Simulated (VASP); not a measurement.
Runs of VASP 6.6.1 on Tc. The structure is that of space group P6_3/mmc (No. 194), or close to it. The cells are those of the table. 

```csv
task,cell,cutoff (eV),gap on the mesh (eV),pressure (GPa)
electric field gradients,"a = 2.740, b = 2.740, c = 4.398 Å, angles 90.0, 90.0, 120.0°, 2 atoms",520,none,(a)
single point,"a = 2.770, b = 2.770, c = 4.430 Å, angles 90.0, 90.0, 120.0°, 2 atoms",520,none,(b)
single point,"a = 2.752, b = 2.752, c = 4.401 Å, angles 90.0, 90.0, 120.0°, 2 atoms",520,none,-0.7
electric field gradients,"a = 2.752, b = 2.752, c = 4.401 Å, angles 90.0, 90.0, 120.0°, 2 atoms",520,none,-0.7
single point,"a = 2.734, b = 2.734, c = 4.371 Å, angles 90.0, 90.0, 120.0°, 2 atoms",520,none,5.6
relaxation of shape and atoms at fixed volume,"relaxed from a = 2.715, b = 2.715, c = 4.341 Å, angles 90.0, 90.0, 120.0°, 2 atoms",600,none,12.8
single point,"a = 2.714, b = 2.714, c = 4.343 Å, angles 90.0, 90.0, 120.0°, 2 atoms",520,none,12.7
single point,"a = 2.789, b = 2.789, c = 4.456 Å, angles 90.0, 90.0, 120.0°, 2 atoms",520,none,-11.4
```

Alike in all rows: level PBE; potentials or basis VASP PAW PBE potentials, release 64 (Tc_pv); no spin polarisation; k mesh 18 × 18 × 10; smearing gaussian 0.05 eV.

Q: Fill in the values left out.

A: (a) 2.2; (b) -6.3.

Caveats: the cell stands under tension (at least some runs); the cell stands under pressure (at least some runs).

A k mesh can miss the band edges, and the runs leave out spin-orbit coupling on Tc.

A gap of «none» marks levels without a gap at the run's occupations.
